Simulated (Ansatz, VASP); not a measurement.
# BeCo in VASP and in Ansatz

```
Be Co
1.0
     2.53720    0.00000    0.00000
     0.00000    2.53720    0.00000
     0.00000    0.00000    2.53720
Be Co
1 1
Direct
  0.00000 0.00000 0.00000
  0.50000 0.50000 0.50000
```

Alike in both runs: functional LDA; k mesh 13 × 13 × 13; occupations fermi-dirac, width 0.05 eV; collinear spin.

Ansatz relaxed the structure, and its values are those at the end. VASP's run is a single point on that final structure, the one shown.

|  | VASP | Ansatz |
| --- | --- | --- |
| version | VASP 6.6.1 | Ansatz 0.2.0 |
| potentials or method | VASP PAW LDA potentials, release 64 (Be, Co), cutoff 520 eV | all-electron LAPW, scalar-relativistic |

Ansatz gave:

* pressure (GPa): 0.0
* net moment per atom (μB): 0.17
* size of the moment on the site where the two differ most (μB): 0.35

Q: What did VASP give for the same quantities?

A: Pressure (GPa): 0.5; net moment per atom (μB): 0.15; size of the moment on the site where the two differ most (μB): 0.31.

LDA's correlation is that of Perdew and Zunger in VASP and of Perdew and Wang (1992) in Ansatz. Site moments also hang on the region over which each program counts them. Ansatz ran all-electron here, and VASP with PAW potentials.
